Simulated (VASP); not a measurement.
Runs of VASP 6.6.1 on S. The structure is that of space group Fm-3m (No. 225), or close to it. The cells are those of the table. 

```csv
cell,gap on the mesh (eV),pressure (GPa)
"a = 2.752 Å, angles 60.0°, 1 atom",none,0.0
"a = 2.184 Å, angles 60.0°, 1 atom",none,(b)
"a = 2.657 Å, angles 60.0°, 1 atom",none,13.0
"a = 2.554 Å, angles 60.0°, 1 atom",none,(a)
"a = 2.443 Å, angles 60.0°, 1 atom",none,71.9
"a = 2.027 Å, angles 60.0°, 1 atom",none,517.7
```

Alike in all rows: task single point; level LDA; potentials or basis VASP PAW LDA potentials, release 64 (S); no spin polarisation; k mesh 16 × 16 × 16; cutoff (eV) 520; smearing fermi-dirac 0.08 eV.

Fill in the values left out.

(a) 34.9; (b) 259.9.

A gap of «none» marks levels without a gap at the run's occupations.
